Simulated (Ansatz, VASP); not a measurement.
## Bi2Te3: VASP beside Ansatz

```
Bi Te
1.0
     2.22443    1.28428   10.67239
    -2.22443    1.28428   10.67239
     0.00000   -2.56855   10.67239
Bi Te
2 3
Direct
  0.60253 0.60253 0.60253
  0.39747 0.39747 0.39747
  0.78448 0.78448 0.78448
  0.00000 0.00000 0.00000
  0.21552 0.21552 0.21552
```

Alike in both runs: task single point; functional PBE; k mesh 9 × 9 × 9; occupations gaussian, width 0.02 eV; no spin polarisation.

|  | VASP | Ansatz |
| --- | --- | --- |
| version | VASP 6.6.1 | Ansatz 0.2.0 |
| potentials or method | VASP PAW PBE potentials, release 64 (Bi_d, Te), cutoff 520 eV | scalar-relativistic, plane waves, PAW |
| valence electrons in the cell | 48 | 78 |

```tsv
	VASP	Ansatz	Ansatz less VASP
gap on the k mesh at the Fermi level (eV)	0.51	0.52	+0.008
least direct gap on the mesh (eV)	0.51	0.52	+0.008
pressure (GPa)	0.0	0.0	+0.01
rms of the force components (eV/Å)	0.004	0.000	-0.0043
```

Atom by atom the forces differ by 0.004 eV/Å (rms over components). VASP's potentials hold 48 valence electrons a cell and Ansatz's 78, so a difference there can come from the potentials and not from the codes.

Neither program's run includes spin-orbit coupling.
